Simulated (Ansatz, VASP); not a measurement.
**Two plane-wave programs on Ga2SbN**

File INCAR:

```
SYSTEM = Ga2SbN
PREC = Accurate
ENCUT = 520
EDIFF = 1E-6
ISMEAR = -1
SIGMA = 0.02
LREAL = .FALSE.
LASPH = .TRUE.
NELM = 60
ALGO = Normal
ISIF = 2
LWAVE = .FALSE.
LCHARG = .FALSE.
GGA = PE
NBANDS = 46
```

The input KPOINTS:

```
regular mesh
0
G
  8 8 8
  0 0 0
```

File POSCAR:

```
Ga2SbN
1.0
   -2.6745288711      2.6745288711      5.1207311965
    2.6745288711     -2.6745288711      5.1207311965
    2.6745288711      2.6745288711     -5.1207311965
N Ga Sb
2 4 2
Direct
    0.0000000000      0.0000000000      0.0000000000
    0.2500000000      0.7500000000      0.5000000000
    0.6250000000      0.7224216588      0.5974216588
    0.9724216588      0.3750000000      0.0974216588
    0.1250000000      0.0275783412      0.4025783412
    0.2775783412      0.8750000000     -0.0974216588
    0.5000000000      0.5000000000      0.0000000000
    0.7500000000      0.2500000000      0.5000000000
```

Input for Ansatz:

```yaml
crystal:
  lattice:
    - [-2.6745288711, 2.6745288711, 5.1207311965]
    - [2.6745288711, -2.6745288711, 5.1207311965]
    - [2.6745288711, 2.6745288711, -5.1207311965]
  atoms:
    - { symbol: "N", position: [0.0, 0.0, 0.0] }
    - { symbol: Ga, position: [0.625, 0.7224216588, 0.5974216588] }
    - { symbol: "N", position: [0.25, 0.75, 0.5] }
    - { symbol: Ga, position: [0.9724216588, 0.375, 0.0974216588] }
    - { symbol: Sb, position: [0.5, 0.5, 0.0] }
    - { symbol: Ga, position: [0.125, 0.0275783412, 0.4025783412] }
    - { symbol: Sb, position: [0.75, 0.25, 0.5] }
    - { symbol: Ga, position: [0.2775783412, 0.875, -0.0974216588] }
kpoints:
  mp_grid: { grid: [8, 8, 8] }
  band_path:
    path:
      - [[0.0, 0.0, 0.0], [-1.233337224698e-17, 1.233337224698e-17, 0.5], [0.25, 0.25, 0.25], [-6.810876537614e-18, 0.5, 6.810876537614e-18], [0.0, 0.0, 0.0], [0.5, 0.5, -0.5], [0.3181978418749, 0.6818021581251, -0.3181978418749]]
      - [[-0.3181978418749, 0.3181978418749, 0.3181978418749], [0.0, 0.0, 0.0]]
      - [[-1.233337224698e-17, 1.233337224698e-17, 0.5], [-0.1363956837498, 0.1363956837498, 0.5]]
      - [[0.5, 0.5, -0.1363956837498], [0.5, 0.5, -0.5]]
    npoints: 10
hamiltonian:
  xc: pbe
scf:
  occupations: { method: fermi_dirac, width: 0.02 }
  n_extra_bands: 6
output:
  forces: true
  stress: true
  eigenvalues: true
```

Alike in both runs: task single point; functional PBE; k mesh 8 × 8 × 8; occupations fermi-dirac, width 0.02 eV; no spin polarisation.

```csv
,VASP,Ansatz
version,VASP 6.6.1,Ansatz 0.2.0
potentials or method,"VASP PAW PBE potentials, release 64 (N, Ga_d, Sb)","plane waves, PAW"
plane-wave cutoff (eV),520,420
valence electrons in the cell,72,92
```

Ansatz gave:

- pressure (GPa): 3.1
- rms of the force components (eV/Å): 0.037

Question: What did VASP give for the same quantities?

Answer: Pressure (GPa): 3.3; rms of the force components (eV/Å): 0.036.

VASP's potentials hold 72 valence electrons a cell and Ansatz's 92, so a difference there can come from the potentials and not from the codes.

Spin-orbit coupling is off throughout.
